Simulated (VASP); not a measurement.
# Ti2C (R-3m) in VASP: a series of runs, part 2 of 2

VASP 6.6.1.

## Step 3: Single point, r2SCAN

POSCAR reads:

```
Ti2C
1.0
    1.5406981810      0.8895225095      4.8137698526
   -1.5406981810      0.8895225095      4.8137698526
    0.0000000000     -1.7790450190      4.8137698526
Ti C
2 1
Direct
    0.2454978300      0.2454978300      0.2454978300
    0.7545021700      0.7545021700      0.7545021700
    0.5000000000      0.5000000000      0.5000000000
```

INCAR.step1 reads:

```
SYSTEM = Ti2C
PREC = Accurate
ENCUT = 520
ISMEAR = 0
SIGMA = 0.05
LREAL = .False.
LASPH = .True.
NELM = 100
NBANDS = 21
GGA = PE
ALGO = Normal
EDIFF = 1E-4
LWAVE = .True.
LCHARG = .False.
```

INCAR.step2 reads:

```
SYSTEM = Ti2C
PREC = Accurate
ENCUT = 520
EDIFF = 1E-7
ISMEAR = 0
SIGMA = 0.05
LREAL = .False.
LASPH = .True.
NELM = 100
ALGO = Normal
ISIF = 2
LWAVE = .False.
LCHARG = .True.
METAGGA = R2SCAN
LMIXTAU = .True.
LELF = .True.
LVHAR = .True.
NBANDS = 21
ISTART = 1
```

KPOINTS reads:

```
regular mesh
0
Gamma
  9 9 9
  0 0 0
```

Potentials or basis: VASP PAW PBE potentials, release 64 (Ti_sv, C).

The run is started by

```bash
$ cat potpaw_PBE.64/Ti_sv/POTCAR potpaw_PBE.64/C/POTCAR > POTCAR
$ cp INCAR.step1 INCAR
$ mpirun -np 1 vasp_std > vasp.out
$ cp INCAR.step2 INCAR
$ mpirun -np 1 vasp_std > vasp.out
```

OUTCAR:

```text
SYSTEM = Ti2C
   PREC = Accurate
   ENCUT = 520
   EDIFF = 1E-7
   ISMEAR = 0
   LREAL = .False.
   LASPH = .True.
   NELM = 100
   ISIF = 2
   METAGGA = R2SCAN
   ISTART = 1

 ion  position               nearest neighbor table
   1  0.245  0.245  0.245-   3 2.11   3 2.11   3 2.11   2 2.89   2 2.89   2 2.89
   2  0.755  0.755  0.755-   3 2.11   3 2.11   3 2.11   1 2.89   1 2.89   1 2.89
   3  0.500  0.500  0.500-   1 2.11   2 2.11   1 2.11   1 2.11   2 2.11   2 2.11

  LATTYP: Found a trigonal (rhomboedric) cell.
 ALAT       =     5.1319958470
 COS(alpha) =     0.8197428324

  Lattice vectors:

 A1 = (   1.5406981810,   0.8895225095,   4.8137698526)
 A2 = (  -1.5406981810,   0.8895225095,   4.8137698526)
 A3 = (   0.0000000000,  -1.7790450190,   4.8137698526)

Analysis of symmetry for initial positions (statically):
=====================================================================
 Subroutine PRICEL returns:
 Original cell was already a primitive cell.

 Routine SETGRP: Setting up the symmetry group for a
 trigonal (rhombohedral) supercell.

 Subroutine GETGRP returns: Found 12 space group operations
 (whereof 12 operations were pure point group operations)
 out of a pool of 12 trial point group operations.

The static configuration has the point symmetry D_3d.

Analysis of symmetry for dynamics (positions and initial velocities):
=====================================================================
 Subroutine PRICEL returns:
 Original cell was already a primitive cell.

 Routine SETGRP: Setting up the symmetry group for a
 trigonal (rhombohedral) supercell.

 Subroutine GETGRP returns: Found 12 space group operations
 (whereof 12 operations were pure point group operations)
 out of a pool of 12 trial point group operations.

The dynamic configuration has the point symmetry D_3d.

 Subroutine INISYM returns: Found 12 space group operations
 (whereof 12 operations are pure point group operations),
 and found     1 'primitive' translations
[... 114 lines left out ...]
   IALGO  =     38    algorithm
   IMIX   =      4    mixing-type and parameters
     AMIX     =   0.40;   BMIX     =  1.00
     AMIX_MAG =   1.60;   BMIX_MAG =  1.00
  volume/ion in A,a.u.               =      13.19        89.04
  Fermi-wavevector in a.u.,A,eV,Ry     =   1.458670  2.756487 28.949376  2.127719
  Thomas-Fermi vector in A             =   2.575328
   LORBIT       =      0    0 simple, 1 ext, 2 COOP (PROOUT), +10 PAW based schemes
   METAGGA = R2SCAN    functional components
   LHFCALC =     F    Hartree Fock is set to
   AEXX    =    0.0000 exact exchange contribution
   IVDW    =     0    specifies the selected vdW correction
   LEPSILON=     F    determine dielectric tensor
   LRPA    =     F    only Hartree local field effects (RPA)
 non-spin polarized calculation
 Gauss-broadening in eV      SIGMA  =   0.05
  energy-cutoff  :      520.00
  volume of cell :       39.58
 maximum number of plane-waves:      1079
 NGX is ok and might be reduce to    40
   NGX = 19   NGY = 19   NGZ = 19

 number of electron      28.0000004 magnetization

 Free energy of the ion-electron system (eV)
  ---------------------------------------------------
  ext. energy  EPLUGINS =         0.00000000
  ---------------------------------------------------
  free energy    TOTEN  =       -38.05071121 eV

  energy without entropy =      -38.04797223  energy(sigma->0) =      -38.04934172

 E-fermi :   8.4995     XC(G=0): -12.7235

 val. band max:        8.4862242210   @ k =  -0.4444   0.4444   0.3333
 cond. band min:       8.5064830561   @ k =  -0.3333   0.3333   0.2222
 fundamental gap:      0.0202588351
 Fermi energy:         8.4994985433

 k-point     1 :       0.0000    0.0000    0.0000
  band No.  band energies     occupation
      1     -50.6901      2.00000
      2     -50.5856      2.00000
      3     -26.2270      2.00000
      4     -25.6949      2.00000
      5     -25.6949      2.00000
      6     -25.6440      2.00000
[... 565 lines left out ...]
     20      12.1001      0.00000
     21      12.5568      0.00000

 [... further k-points ...]

------------------------ aborting loop because EDIFF is reached ----------------------------------------

  FORCE on cell =-STRESS in cart. coord.  units (eV):
  Direction    XX          YY          ZZ          XY          YZ          ZX
  --------------------------------------------------------------------------------------
  -------------------------------------------------------------------------------------
  Total        0.0336056      0.0336056      0.0874162      0.0000000      0.0000000      0.0000000
  in kB        1.3602280      1.3602280      3.5382740      0.0000000      0.0000000      0.0000000
  external PRESSURE =       2.0862433 kB  Pullay stress =       0.0000000 kB

 VOLUME and BASIS-vectors are now :
 -----------------------------------------------------------------------------
  energy-cutoff  :      520.00
  volume of cell :       39.58
      direct lattice vectors                 reciprocal lattice vectors
     1.540698181  0.889522510  4.813769853     0.324528195  0.187366441  0.069245798
    -1.540698181  0.889522510  4.813769853    -0.324528195  0.187366441  0.069245798
     0.000000000 -1.779045019  4.813769853     0.000000000 -0.374732882  0.069245798

 POSITION                                       TOTAL-FORCE (eV/Angst)
 -----------------------------------------------------------------------------------
      0.00000      0.00000      3.54531        -0.000000      0.000000      0.006830
      0.00000      0.00000     10.89600        -0.000000     -0.000000     -0.006830
      0.00000      0.00000      7.22065         0.000000     -0.000000     -0.000000
 -----------------------------------------------------------------------------------
    total drift:                                0.000000      0.000000     -0.000000

  FREE ENERGIE OF THE ION-ELECTRON SYSTEM (eV)
  ---------------------------------------------------
  free  energy   TOTEN  =       -38.0507112140 eV

  energy  without entropy=      -38.0479722303  energy(sigma->0) =      -38.04934172
```

OUTCAR.step1:

```text
SYSTEM = Ti2C
   PREC = Accurate
   ENCUT = 520
   ISMEAR = 0
   LREAL = .False.
   LASPH = .True.
   NELM = 100
[... 801 lines left out ...]
      0.00000      0.00000      3.54531         0.000000      0.000000      0.040562
      0.00000      0.00000     10.89600         0.000000     -0.000000     -0.040562
      0.00000      0.00000      7.22065         0.000000     -0.000000     -0.000000
 -----------------------------------------------------------------------------------
    total drift:                                0.000000      0.000000     -0.000000

  FREE ENERGIE OF THE ION-ELECTRON SYSTEM (eV)
  ---------------------------------------------------
  free  energy   TOTEN  =       -26.8324250786 eV

  energy  without entropy=      -26.8295297621  energy(sigma->0) =      -26.83097742
```

It took 15 min on 1 thread of Intel Xeon Platinum 8488C (Sapphire Rapids), shared host; peak memory 0.29 GiB.

What came out:

- Free energy: -38.0507 eV
- Pressure: 0.2 GPa
- Largest force: 0.007 eV/Å
- Band gap on the k mesh: zero (band 14 reaches 9.22 eV, above the bottom of band 15 at 8.32 eV)

Forces in eV/Å, atoms in the order of the input:
```
Ti   0.000  0.000  0.007
Ti   0.000  0.000 -0.007
C    0.000  0.000  0.000
```

Caveat: the PAW data sets were made with another functional, which shifts forces and pressure a little.

## Step 4: Single point, r2SCAN

POSCAR is that of step 3.

INCAR.step1 reads:

```
SYSTEM = Ti2C
PREC = Accurate
ENCUT = 520
ISMEAR = 0
SIGMA = 0.1
LREAL = .FALSE.
LASPH = .TRUE.
NELM = 80
NBANDS = 21
GGA = PE
ALGO = Normal
EDIFF = 1E-4
LWAVE = .TRUE.
LCHARG = .FALSE.
```

INCAR.step2 reads:

```
SYSTEM = Ti2C
PREC = Accurate
ENCUT = 520
EDIFF = 1E-6
ISMEAR = 0
SIGMA = 0.1
LREAL = .FALSE.
LASPH = .TRUE.
NELM = 80
ALGO = Normal
ISIF = 2
LWAVE = .FALSE.
LCHARG = .TRUE.
METAGGA = R2SCAN
LMIXTAU = .TRUE.
LELF = .TRUE.
LVHAR = .TRUE.
NBANDS = 21
ISTART = 1
```

KPOINTS reads:

```
Automatic mesh
0
G
  9 9 9
  0 0 0
```

The run is started by

```bash
$ cat potpaw_PBE.64/Ti_sv/POTCAR potpaw_PBE.64/C/POTCAR > POTCAR
$ cp INCAR.step1 INCAR
$ mpirun -np 1 vasp_std > vasp.out
$ cp INCAR.step2 INCAR
$ mpirun -np 1 vasp_std > vasp.out
```

Wall time 12 min (1 thread of Intel Xeon Platinum 8488C (Sapphire Rapids), shared host); peak memory 0.29 GiB.

Results (log left out):

```yaml
Free_energy: -38.0545 eV
Pressure: 0.2 GPa
Largest_force: 0.012 eV/Å
Band_gap_on_the_k_mesh: zero (band 14 reaches 9.22 eV, above the bottom of band 15 at 8.32 eV)
```

Forces in eV/Å, atoms in the order of the input:
```
Ti   0.000  0.000  0.012
Ti   0.000  0.000 -0.012
C    0.000  0.000  0.000
```

Stress tensor (GPa, compression positive):
```
0.15 0.00 0.00
0.00 0.15 0.00
0.00 0.00 0.36
```

Levels at points of the mesh, in eV from the Fermi level:
```csv
k point,band 10,band 11,band 12,band 13,band 14,band 15,band 16,band 17,band 18,band 19
"(0.00, 0.00, 0.00)",-5.16,-2.79,-2.79,-2.42,0.56,0.56,1.13,1.99,1.99,3.14
```

Caveat: the PAW data sets were made with another functional, which shifts forces and pressure a little.

## Step 5: Single point, r2SCAN

POSCAR is that of step 4.

INCAR.step1 reads:

```
SYSTEM = Ti2C
PREC = Accurate
ENCUT = 520
ISMEAR = 0
SIGMA = 0.2
LREAL = .False.
LASPH = .True.
NELM = 100
NBANDS = 21
GGA = PE
ALGO = Normal
EDIFF = 1E-4
LWAVE = .True.
LCHARG = .False.
```

INCAR.step2 reads:

```
SYSTEM = Ti2C
PREC = Accurate
ENCUT = 520
EDIFF = 1E-6
ISMEAR = 0
SIGMA = 0.2
LREAL = .False.
LASPH = .True.
NELM = 100
ALGO = Normal
ISIF = 2
LWAVE = .False.
LCHARG = .False.
METAGGA = R2SCAN
LMIXTAU = .True.
NBANDS = 21
ISTART = 1
```

KPOINTS reads:

```
Automatic mesh
0
Gamma
  9 9 9
  0 0 0
```

The run is started by

```bash
$ cat potpaw_PBE.64/Ti_sv/POTCAR potpaw_PBE.64/C/POTCAR > POTCAR
$ cp INCAR.step1 INCAR
$ mpirun -np 1 vasp_std > vasp.out
$ cp INCAR.step2 INCAR
$ mpirun -np 1 vasp_std > vasp.out
```

Wall time 8.5 min (1 thread of Intel Xeon Platinum 8488C (Sapphire Rapids), shared host); peak memory 0.29 GiB.

Results (log left out):

```
Free energy            : -38.0691 eV
Pressure               : 0.3 GPa
Largest force          : 0.021 eV/Å
Band gap on the k mesh : zero (band 14 reaches 9.22 eV, above the bottom of band 15 at 8.32 eV)
```

Forces in eV/Å, atoms in the order of the input:
```
Ti   0.000  0.000  0.021
Ti   0.000  0.000 -0.021
C    0.000  0.000  0.000
```

Stress tensor (GPa, compression positive):
```
0.21 0.00 0.00
0.00 0.21 0.00
0.00 0.00 0.57
```

Levels at points of the mesh, in eV from the Fermi level:
```tsv
k point	band 12	band 13	band 14	band 15	band 16	band 17
(0.00, 0.00, 0.00)	-2.78	-2.41	0.57	0.57	1.14	2.00
```

Caveat: the PAW data sets were made with another functional, which shifts forces and pressure a little.

## Step 6: Single point, r2SCAN

POSCAR is that of step 5.

INCAR.step1 reads:

```
SYSTEM = Ti2C
PREC     = Accurate       ! precision mode
ENCUT    = 520            ! plane-wave cutoff, eV
ISMEAR   = 0              ! smearing method
SIGMA    = 0.4            ! smearing width, eV
LREAL    = .FALSE.        ! projectors in reciprocal space
LASPH    = .TRUE.         ! aspherical terms in the spheres
NELM     = 100            ! most SCF steps
NBANDS   = 21             ! bands
GGA      = PE             ! functional
ALGO     = Normal         ! electronic algorithm
EDIFF    = 1E-4           ! SCF threshold, eV
LWAVE    = .TRUE.         ! write WAVECAR
LCHARG   = .FALSE.        ! write CHGCAR
```

INCAR.step2 reads:

```
SYSTEM = Ti2C
PREC     = Accurate       ! precision mode
ENCUT    = 520            ! plane-wave cutoff, eV
EDIFF    = 1E-7           ! SCF threshold, eV
ISMEAR   = 0              ! smearing method
SIGMA    = 0.4            ! smearing width, eV
LREAL    = .FALSE.        ! projectors in reciprocal space
LASPH    = .TRUE.         ! aspherical terms in the spheres
NELM     = 100            ! most SCF steps
ALGO     = Normal         ! electronic algorithm
ISIF     = 2              ! what is computed and relaxed
LWAVE    = .FALSE.        ! write WAVECAR
LCHARG   = .FALSE.        ! write CHGCAR
METAGGA  = R2SCAN         ! meta-GGA
LMIXTAU  = .TRUE.       
NBANDS   = 21             ! bands
ISTART   = 1
```

KPOINTS reads:

```
Automatic mesh
0
G
  9 9 9
  0 0 0
```

Potentials or basis: VASP PAW PBE potentials, release 64 (Ti_sv, C).

The run is started by

```bash
$ cat potpaw_PBE.64/Ti_sv/POTCAR potpaw_PBE.64/C/POTCAR > POTCAR
$ cp INCAR.step1 INCAR
$ mpirun -np 1 vasp_std > vasp.out
$ cp INCAR.step2 INCAR
$ mpirun -np 1 vasp_std > vasp.out
```

It took 9.8 min on 1 thread of Intel Xeon Platinum 8488C (Sapphire Rapids), shared host; peak memory 0.29 GiB.

Results (log left out):

| Item | Value |
| --- | --- |
| Free energy | -38.1252 eV |
| Pressure | 0.7 GPa |
| Largest force | 0.050 eV/Å |
| Band gap on the k mesh | zero (band 14 reaches 9.22 eV, above the bottom of band 15 at 8.32 eV) |

Forces in eV/Å, atoms in the order of the input:
```
Ti   0.000  0.000  0.050
Ti   0.000  0.000 -0.050
C    0.000  0.000  0.000
```

Stress tensor (GPa, compression positive):
```
0.42 0.00 0.00
0.00 0.42 0.00
0.00 0.00 1.24
```

Levels at points of the mesh, in eV from the Fermi level:
```tsv
k point	band 12	band 13	band 14	band 15	band 16	band 17
(0.00, 0.00, 0.00)	-2.75	-2.37	0.61	0.61	1.18	2.04
```

Caveat: the PAW data sets were made with another functional, which shifts forces and pressure a little.

## Step 7: Overview

```tsv
smearing	gap on the mesh (eV)	pressure (GPa)	largest force (eV/Å)
gaussian 0.01 eV	none	0.2	0.01
gaussian 0.05 eV	none	0.2	0.01
gaussian 0.1 eV	none	0.2	0.01
gaussian 0.2 eV	none	0.3	0.02
gaussian 0.4 eV	none	0.7	0.05
```

Alike in all rows: task single point; level r2SCAN; potentials or basis VASP PAW PBE potentials, release 64 (Ti_sv, C); no spin polarisation; cell as given; k mesh 9 × 9 × 9; cutoff (eV) 520.

Every run on the cell as given and a fine mesh finds a metal.

Caveats: the PAW data sets were made with another functional, which shifts forces and pressure a little.

Absolute energies hang on the potentials; compare differences alone.
